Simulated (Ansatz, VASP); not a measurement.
# HfO2 in VASP and in Ansatz

The input INCAR:

```
SYSTEM = HfO2
PREC = Accurate
ENCUT = 520
EDIFF = 1E-6
ISMEAR = 0
SIGMA = 0.05
LREAL = .FALSE.
LASPH = .TRUE.
NELM = 60
ALGO = Normal
ISIF = 2
LWAVE = .FALSE.
LCHARG = .TRUE.
GGA = PE
LELF = .TRUE.
LVHAR = .TRUE.
NBANDS = 31
```

Contents of KPOINTS:

```
Automatic mesh
0
G
  6 6 4
  0 0 0
```

POSCAR

```
HfO2
1.0
    3.7394662134      0.0000000000      0.0000000000
    0.0000000000      3.6043047840      0.0000000000
    0.0000000000      0.0000000000      5.2639672632
Hf O
2 4
Direct
    0.5000000000      0.5000000000      0.5000000000
    0.0000000000      0.0000000000      0.0000000000
    0.0000000000      0.5000000000      0.6932520948
    0.5000000000      0.0000000000      0.8067479052
    0.5000000000      0.0000000000      0.3067479052
    0.0000000000      0.5000000000      0.1932520948
```

Input for Ansatz:

```yaml
crystal:
  lattice:
    - [3.7394662134, 0.0, 0.0]
    - [0.0, 3.604304784, 0.0]
    - [0.0, 0.0, 5.2639672632]
  atoms:
    - { symbol: Hf, position: [0.5, 0.5, 0.5] }
    - { symbol: Hf, position: [0.0, 0.0, 0.0] }
    - { symbol: O, position: [0.0, 0.5, 0.6932520948] }
    - { symbol: O, position: [0.5, 0.0, 0.8067479052] }
    - { symbol: O, position: [0.5, 0.0, 0.3067479052] }
    - { symbol: O, position: [0.0, 0.5, 0.1932520948] }
basis:
  ecutwfc: 420
kpoints:
  mp_grid: { grid: [6, 6, 4] }
hamiltonian:
  xc: pbe
scf:
  occupations: { method: gaussian, width: 0.05 }
output:
  forces: true
  stress: true
  eigenvalues: true
  write_density: true
  write_potential: true
  elf: true
  volumetric_format: npy
```

Change from the starting cell: strain +0.0375 x Voigt [1, 0, 0, 0, 0, 0], atoms carried along.

Alike in both runs: task single point; functional PBE; k mesh 6 × 6 × 4; occupations gaussian, width 0.05 eV; no spin polarisation.

```csv
,VASP,Ansatz
version,VASP 6.6.1,Ansatz 0.2.0
potentials or method,"VASP PAW PBE potentials, release 64 (Hf_pv, O), cutoff 520 eV","scalar-relativistic, plane waves, PAW"
valence electrons in the cell,44,76
```

|  | VASP | Ansatz | Ansatz less VASP |
| --- | --- | --- | --- |
| gap on the k mesh at the Fermi level (eV) | 4.38 | 4.43 | +0.048 |
| least direct gap on the mesh (eV) | 4.47 | 4.51 | +0.040 |
| pressure (GPa) | -11.0 | -8.1 | +2.89 |
| traceless stress, the component that is largest in VASP (GPa) | -5.89 | -5.91 | -0.021 |
| rms of the force components (eV/Å) | 0.248 | 0.247 | -0.0010 |

Atom by atom the forces differ by 0.025 eV/Å (rms over components). VASP's potentials hold 44 valence electrons a cell and Ansatz's 76, so a difference there can come from the potentials and not from the codes.

Spin-orbit coupling is off throughout.
